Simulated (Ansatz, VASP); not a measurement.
**SrO: VASP beside Ansatz**

File INCAR:

```
SYSTEM = SrO
  ALGO = Normal
  EDIFF = 1E-6
  ENCUT = 600
  GGA = PE
  GGA_COMPAT = .False.
  ISIF = 2
  ISMEAR = -1
  LASPH = .True.
  LCHARG = .True.
  LELF = .True.
  LREAL = .False.
  LVHAR = .True.
  LWAVE = .False.
  NBANDS = 15
  NELM = 120
  PREC = Accurate
  SIGMA = 0.1
```

File KPOINTS:

```
k-points
0
Gamma
  6 6 6
  0 0 0
```

The input POSCAR:

```
SrO
1.0
    0.0000000000      2.5806600000      2.5806600000
    2.5806600000      0.0000000000      2.5806600000
    2.5806600000      2.5806600000      0.0000000000
Sr O
1 1
Direct
    0.0000000000      0.0000000000      0.0000000000
    0.5000000000      0.5000000000      0.5000000000
```

Input for Ansatz:

```yaml
crystal:
  lattice:
    - [0.0, 2.58066, 2.58066]
    - [2.58066, 0.0, 2.58066]
    - [2.58066, 2.58066, 0.0]
  atoms:
    - { symbol: Sr, position: [0.0, 0.0, 0.0] }
    - { symbol: O, position: [0.5, 0.5, 0.5] }
hamiltonian:
  xc: pbe
  pseudopotentials: { kind: paw }
basis:
  ecutwfc: 420
kpoints:
  mp_grid: { grid: [6, 6, 6] }
scf:
  occupations: { method: fermi_dirac, width: 0.1 }
  lower_state_search: "off"
output:
  forces: true
  stress: true
```

Alike in both runs: task single point; functional PBE; k mesh 6 × 6 × 6; occupations fermi-dirac, width 0.1 eV; no spin polarisation.

```csv
,VASP,Ansatz
version,VASP 6.6.1,Ansatz 0.2.0
potentials or method,"VASP PAW PBE potentials, release 64 (Sr_sv, O), cutoff 600 eV","PAW, plane waves, scalar-relativistic"
valence electrons in the cell,16,16
```

VASP gave:

- pressure (GPa): 2.2

Problem. What did Ansatz give for the same quantities?

Solution. Pressure (GPa): 1.7.
